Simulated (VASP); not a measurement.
# SiC (F-43m) in VASP: notebook

The runs below take SiC through elastic constants, with LDA.

Program: VASP 6.6.1. These are calculated values, not measurements. Logs are shortened: lines on timing, memory, paths and dates and some standing lists are left out, and cuts for length are marked.

### 1 The cell of the first run

It takes space group F-43m (No. 216, cubic). Conventional cell: a = 4.222 Å, b = 4.222 Å, c = 4.222 Å, α = 90.00°, β = 90.00°, γ = 90.00°. Within 2.4 Å of Si (site symmetry -43m) lie 4 C at 1.83 Å. C (site symmetry -43m) has 4 Si at 1.83 Å within 2.4 Å.

### 2 Elastic constants, LDA

File INCAR:

```
PREC     = Accurate       # precision mode
ENCUT    = 600            # plane-wave cutoff, eV
EDIFF    = 1E-8           # SCF threshold, eV
ISMEAR   = 0              # smearing method
SIGMA    = 0.01           # smearing width, eV
LREAL    = F              # projectors in reciprocal space
LASPH    = T              # aspherical terms in the spheres
NELM     = 80             # most SCF steps
ALGO     = Normal         # electronic algorithm
ISIF     = 3              # what is computed and relaxed
LWAVE    = F              # write WAVECAR
LCHARG   = F              # write CHGCAR
IBRION   = 6              # ionic algorithm
NFREE    = 2            
POTIM    = 0.015          # step
NSW      = 1              # ionic steps
```

File KPOINTS:

```
regular mesh
0
Gamma
  8 8 8
```

File POSCAR:

```
SiC
1.0
    0.0000000000      2.1107906156      2.1107906156
    2.1107906156      0.0000000000      2.1107906156
    2.1107906156      2.1107906156      0.0000000000
Si C
1 1
Direct
    0.0000000000      0.0000000000      0.0000000000
    0.7500000000      0.7500000000      0.7500000000
```

Potentials or basis: VASP PAW LDA potentials, release 64 (Si, C).

Run with:

```console
> cat potpaw_LDA.64/Si/POTCAR potpaw_LDA.64/C/POTCAR > POTCAR
> mpirun -np 1 vasp_std > vasp.out
```

OUTCAR:

```text
PREC = Accurate
   ENCUT = 600
   EDIFF = 1E-8
   ISMEAR = 0
   LREAL = F
   LASPH = T
   NELM = 80
   ISIF = 3
   IBRION = 6
   NFREE = 2
   POTIM = 0.015
   NSW = 1

 ion  position               nearest neighbor table
   1  0.000  0.000  0.000-   2 1.83   2 1.83   2 1.83   2 1.83
   2  0.750  0.750  0.750-   1 1.83   1 1.83   1 1.83   1 1.83

  LATTYP: Found a face centered cubic cell.
 ALAT       =     4.2215812312

  Lattice vectors:

 A1 = (   0.0000000000,   2.1107906156,   2.1107906156)
 A2 = (   2.1107906156,   0.0000000000,   2.1107906156)
 A3 = (   2.1107906156,   2.1107906156,   0.0000000000)

Analysis of symmetry for initial positions (statically):
=====================================================================
 Subroutine PRICEL returns:
 Original cell was already a primitive cell.

 Routine SETGRP: Setting up the symmetry group for a
 face centered cubic supercell.

 Subroutine GETGRP returns: Found 24 space group operations
 (whereof 24 operations were pure point group operations)
 out of a pool of 48 trial point group operations.

The static configuration has the point symmetry T_d .

Analysis of symmetry for dynamics (positions and initial velocities):
=====================================================================
 Subroutine PRICEL returns:
 Original cell was already a primitive cell.

 Routine SETGRP: Setting up the symmetry group for a
 face centered cubic supercell.

 Subroutine GETGRP returns: Found 24 space group operations
 (whereof 24 operations were pure point group operations)
 out of a pool of 48 trial point group operations.

The dynamic configuration has the point symmetry T_d .

 Subroutine INISYM returns: Found 24 space group operations
 (whereof 24 operations are pure point group operations),
 and found     1 'primitive' translations

----------------------------------------------------------------------------------------

                                     Primitive cell

  volume of cell :      18.8090

  direct lattice vectors                    reciprocal lattice vectors
     0.000000000  2.110790616  2.110790616    -0.236878067  0.236878067  0.236878067
     2.110790616  0.000000000  2.110790616     0.236878067 -0.236878067  0.236878067
     2.110790616  2.110790616  0.000000000     0.236878067  0.236878067 -0.236878067

  length of vectors
     2.985108716  2.985108716  2.985108716     0.410284847  0.410284847  0.410284847

  position of ions in fractional coordinates (direct lattice)
     0.000000000  0.000000000  0.000000000
     0.750000000  0.750000000  0.750000000

  ion indices of the primitive-cell ions
   primitive index   ion index
                 1           1
                 2           2

----------------------------------------------------------------------------------------

 KPOINTS: regular mesh

Automatic generation of k-mesh.
 Grid dimensions read from file:
 generate k-points for:    8    8    8

 Generating k-lattice:

  Cartesian coordinates                     Fractional coordinates (reciprocal lattice)
    -0.029609758  0.029609758  0.029609758     0.125000000  0.000000000  0.000000000
     0.029609758 -0.029609758  0.029609758     0.000000000  0.125000000  0.000000000
     0.029609758  0.029609758 -0.029609758     0.000000000  0.000000000  0.125000000

  Length of vectors
     0.051285606  0.051285606  0.051285606

  Shift w.r.t. Gamma in fractional coordinates (k-lattice)
     0.000000000  0.000000000  0.000000000

 Subroutine IBZKPT returns following result:
 ===========================================

 Found     29 irreducible k-points:

 Following reciprocal coordinates:
            Coordinates               Weight
  0.000000  0.000000  0.000000      1.000000
  0.125000  0.000000  0.000000      8.000000
  0.250000  0.000000  0.000000      8.000000
  0.375000  0.000000  0.000000      8.000000
  0.500000  0.000000  0.000000      4.000000
  0.125000  0.125000  0.000000      6.000000
[... 16 lines left out ...]
  0.500000  0.250000  0.125000     48.000000
 -0.375000  0.250000  0.125000     24.000000
[... 38 lines left out ...]
     AMIX     =   0.40;   BMIX     =  1.00
     AMIX_MAG =   1.60;   BMIX_MAG =  1.00
  volume/ion in A,a.u.               =       9.40        63.46
  Fermi-wavevector in a.u.,A,eV,Ry     =   1.231165  2.326565 20.623273  1.515768
  Thomas-Fermi vector in A             =   2.365985
   LORBIT       =      0    0 simple, 1 ext, 2 COOP (PROOUT), +10 PAW based schemes
   GGA     = CA    functional components
   LHFCALC =     F    Hartree Fock is set to
   AEXX    =    0.0000 exact exchange contribution
   IVDW    =     0    specifies the selected vdW correction
   LEPSILON=     F    determine dielectric tensor
   LRPA    =     F    only Hartree local field effects (RPA)
 finite differences with symmetry
 non-spin polarized calculation
 Gauss-broadening in eV      SIGMA  =   0.01
  energy-cutoff  :      600.00
  volume of cell :       18.81
 maximum number of plane-waves:       638
   NGX = 11   NGY = 11   NGZ = 11

--------------------------------------- Ionic step        1  -------------------------------------------

 number of electron       7.9999999 magnetization

 Free energy of the ion-electron system (eV)
  ---------------------------------------------------
  ext. energy  EPLUGINS =         0.00000000
  ---------------------------------------------------
  free energy    TOTEN  =       -16.55260233 eV

  energy without entropy =      -16.55260233  energy(sigma->0) =      -16.55260233

------------------------ aborting loop because EDIFF is reached ----------------------------------------

  FORCE on cell =-STRESS in cart. coord.  units (eV):
  Direction    XX          YY          ZZ          XY          YZ          ZX
  --------------------------------------------------------------------------------------
  -------------------------------------------------------------------------------------
  Total        2.3809334      2.3809334      2.3809334     -0.0000000      0.0000000     -0.0000000
  in kB      202.8114000    202.8114000    202.8114000     -0.0000000      0.0000000     -0.0000000
  external PRESSURE =     202.8114000 kB  Pullay stress =       0.0000000 kB
[... 89 lines left out ...]
  FREE ENERGIE OF THE ION-ELECTRON SYSTEM (eV)
  ---------------------------------------------------
  free  energy   TOTEN  =       -16.5105714153 eV

  energy  without entropy=      -16.5105714153  energy(sigma->0) =      -16.51057142

[... ionic steps 4 to 14 ...]

--------------------------------------- Ionic step       15  -------------------------------------------

 number of electron       7.9999999 magnetization

------------------------ aborting loop because EDIFF is reached ----------------------------------------
[... 67 lines left out ...]
--------------------------------------- Ionic step       17  -------------------------------------------

 number of electron       8.0000000 magnetization

 Free energy of the ion-electron system (eV)
  ---------------------------------------------------
  ext. energy  EPLUGINS =         0.00000000
  ---------------------------------------------------
  free energy    TOTEN  =       -16.54997809 eV

  energy without entropy =      -16.54997809  energy(sigma->0) =      -16.54997809

 E-fermi :   9.3226     XC(G=0): -11.9673

 val. band max:        9.2552325035   @ k =   0.0000   0.0000   0.0000
 cond. band min:      10.4000130653   @ k =   0.5000   0.5000   0.0000
 fundamental gap:      1.1447805618
 Fermi energy:         9.3225834235

 k-point     1 :       0.0000    0.0000    0.0000
  band No.  band energies     occupation
      1      -6.8970      2.00000
      2       9.1100      2.00000
      3       9.1838      2.00000
      4       9.2552      2.00000
      5      16.6098      0.00000
      6      17.0372      0.00000
      7      17.0630      0.00000
      8      17.0899      0.00000
[... 243 lines left out ...]
 k-point    24 :      -0.3750    0.2500    0.1250
  band No.  band energies     occupation
      1      -2.2114      2.00000
      2       0.9173      2.00000
      3       5.3364      2.00000
      4       6.7457      2.00000
      5      14.5247      0.00000
      6      17.0581      0.00000
      7      19.9901      0.00000
      8      20.9446      0.00000

 [... further k-points ...]
[... 5 lines left out ...]
  --------------------------------------------------------------------------------------
  -------------------------------------------------------------------------------------
  Total        2.3798506      2.3874195      2.3874195      0.0000000     -0.1977576      0.0000000
  in kB      202.7191660    203.3639017    203.3639017      0.0000000    -16.8452819      0.0000000
  external PRESSURE =     203.1489898 kB  Pullay stress =       0.0000000 kB
[... 17 lines left out ...]
  FREE ENERGIE OF THE ION-ELECTRON SYSTEM (eV)
  ---------------------------------------------------
  free  energy   TOTEN  =       -16.5499780928 eV

  energy  without entropy=      -16.5499780928  energy(sigma->0) =      -16.54997809

 INTERNAL STRAIN TENSORS FROM STRAINED CELLS
 ============================================

 INTERNAL STRAIN TENSOR FOR ION    1 for displacements in x,y,z  (eV/Angst):
          X           Y           Z          XY          YZ          ZX
  --------------------------------------------------------------------------------
  x     0.00000    -0.00000    -0.00000    -0.00000   -13.18413    -0.00000
  y     0.00000     0.00000    -0.00000    -0.00000     0.00000   -13.18423
  z     0.00000     0.00000    -0.00000   -13.18388    -0.00000    -0.00000

 INTERNAL STRAIN TENSORS FROM DISPLACED ATOMS
 ============================================

 INTERNAL STRAIN TENSOR FOR ION    1 for displacements in x,y,z  (eV/Angst):
          X           Y           Z          XY          YZ          ZX
  --------------------------------------------------------------------------------
  x     0.00000     0.00000     0.00000     0.00000   -13.18284     0.00000
  y     0.00000     0.00000     0.00000     0.00000     0.00000   -13.18284
  z     0.00000     0.00000     0.00000   -13.18284     0.00000     0.00000

 INTERNAL STRAIN TENSOR FOR ION    2 for displacements in x,y,z  (eV/Angst):
          X           Y           Z          XY          YZ          ZX
  --------------------------------------------------------------------------------
  x     0.00000     0.00000     0.00000     0.00000    13.18244     0.00000
  y     0.00000     0.00000     0.00000     0.00000     0.00000    13.18244
  z     0.00000     0.00000     0.00000    13.18244     0.00000     0.00000

 Eigenvectors and eigenvalues of the dynamical matrix
 ----------------------------------------------------

   1 f  =   26.031415 THz   163.560204 2PiTHz  868.314540 cm-1   107.657234 meV
             X         Y         Z           dx          dy          dz
      0.000000  0.000000  0.000000     0.000000    0.547349    0.000000
      3.166186  3.166186  3.166186    -0.000000   -0.836905    0.000000
[... 21 lines left out ...]
   6 f/i=    0.000980 THz     0.006160 2PiTHz    0.032704 cm-1     0.004055 meV
             X         Y         Z           dx          dy          dz
      0.000000  0.000000  0.000000     0.000000    0.000000    0.836905
      3.166186  3.166186  3.166186     0.000000    0.000000    0.547349

--------------------------------------------------------------------------------------------------------

 ELASTIC MODULI CONTR FROM IONIC RELAXATION (kBar)
 Direction    XX          YY          ZZ          XY          YZ          ZX
 --------------------------------------------------------------------------------
 XX          -0.0000      0.0000      0.0000      0.0000      0.0000      0.0000
 YY           0.0000     -0.0000      0.0000      0.0000      0.0000      0.0000
 ZZ           0.0000      0.0000     -0.0000      0.0000      0.0000      0.0000
 XY           0.0000      0.0000      0.0000   -634.5839      0.0000      0.0000
 YZ           0.0000      0.0000      0.0000      0.0000   -634.5839      0.0000
 ZX           0.0000      0.0000      0.0000      0.0000      0.0000   -634.5839
 --------------------------------------------------------------------------------

 TOTAL ELASTIC MODULI (kBar)
 Direction    XX          YY          ZZ          XY          YZ          ZX
 --------------------------------------------------------------------------------
 XX        4556.8069   1962.4048   1962.4048     -0.0000      0.0000     -0.0000
 YY        1962.4048   4556.8069   1962.4048     -0.0000     -0.0000      0.0000
 ZZ        1962.4048   1962.4048   4556.8069      0.0000      0.0000      0.0000
 XY          -0.0000     -0.0000      0.0000   2825.6239      0.0000     -0.0000
 YZ           0.0000     -0.0000      0.0000      0.0000   2825.6239      0.0000
 ZX          -0.0000      0.0000      0.0000     -0.0000      0.0000   2825.6239
 --------------------------------------------------------------------------------
```

Wall time 6.7 min (1 thread of AMD EPYC, shared host); peak memory 0.15 GiB.

Results:

- Elastic constants C11, C12, C44: 456, 196, 283 GPa
- Voigt bulk modulus: 283 GPa
- Highest phonon frequency at Γ, LO-TO splitting left out: 868 cm⁻¹

Phonon frequencies in cm⁻¹ (negative: imaginary):
| q point | frequencies |
| --- | --- |
| (0.000, 0.000, 0.000) | 0 0 0 868 868 868 |

Elastic tensor in Voigt notation (GPa, in the Cartesian axes of the cell as first typed):
```
456 196 196   0   0   0
196 456 196   0   0   0
196 196 456   0   0   0
  0   0   0 283   0   0
  0   0   0   0 283   0
  0   0   0   0   0 283
```

Clamped-ion elastic tensor (GPa):
```
456 196 196   0   0   0
196 456 196   0   0   0
196 196 456   0   0   0
  0   0   0 346   0   0
  0   0   0   0 346   0
  0   0   0   0   0 346
```

Caveat: the cell is under stress, which shifts elastic constants.

### 3 Elastic constants, LDA

This run uses another cell than the first one, of 10.14 Å³/atom, 1.078 times its volume.

File INCAR:

```
PREC     = Accurate       # precision mode
ENCUT    = 600            # plane-wave cutoff, eV
EDIFF    = 1E-8           # SCF threshold, eV
ISMEAR   = 0              # smearing method
SIGMA    = 0.01           # smearing width, eV
LREAL    = False          # projectors in reciprocal space
LASPH    = True           # aspherical terms in the spheres
NELM     = 80             # most SCF steps
ALGO     = Normal         # electronic algorithm
ISIF     = 3              # what is computed and relaxed
LWAVE    = False          # write WAVECAR
LCHARG   = False          # write CHGCAR
GGA      = CA             # functional
NBANDS   = 11             # bands
IBRION   = 6              # ionic algorithm
NFREE    = 2            
POTIM    = 0.015          # step
NSW      = 1              # ionic steps
```

File KPOINTS:

```
Automatic mesh
0
Gamma
  8 8 8
```

File POSCAR:

```
SiC
1.0
    0.0000000000      2.1644889077      2.1644889077
    2.1644889077      0.0000000000      2.1644889077
    2.1644889077      2.1644889077      0.0000000000
Si C
1 1
Direct
    0.0000000000      0.0000000000      0.0000000000
    0.7500000000      0.7500000000      0.7500000000
```

Potentials or basis: VASP PAW LDA potentials, release 64 (Si, C).

Run with:

```console
> cat potpaw_LDA.64/Si/POTCAR potpaw_LDA.64/C/POTCAR > POTCAR
> mpirun -np 1 vasp_std > vasp.out
```

Run time: 8.9 min. Hardware: 1 thread of AMD EPYC, shared host; peak memory 0.15 GiB.

The run converged. Its results:

```
Elastic constants C11, C12, C44                         : 402, 143, 253 GPa
Voigt bulk modulus                                      : 229 GPa
Highest phonon frequency at Γ, LO-TO splitting left out : 798 cm⁻¹
```

Phonon frequencies in cm⁻¹ (negative: imaginary):
```tsv
q point	frequencies
(0.000, 0.000, 0.000)	0 0 0 798 798 798
```

Elastic tensor in Voigt notation (GPa, in the Cartesian axes of the cell as first typed):
```
402 143 143   0   0   0
143 402 143   0   0   0
143 143 402   0   0   0
  0   0   0 253   0   0
  0   0   0   0 253   0
  0   0   0   0   0 253
```

Clamped-ion elastic tensor (GPa):
```
402 143 143   0   0   0
143 402 143   0   0   0
143 143 402   0   0   0
  0   0   0 284   0   0
  0   0   0   0 284   0
  0   0   0   0   0 284
```
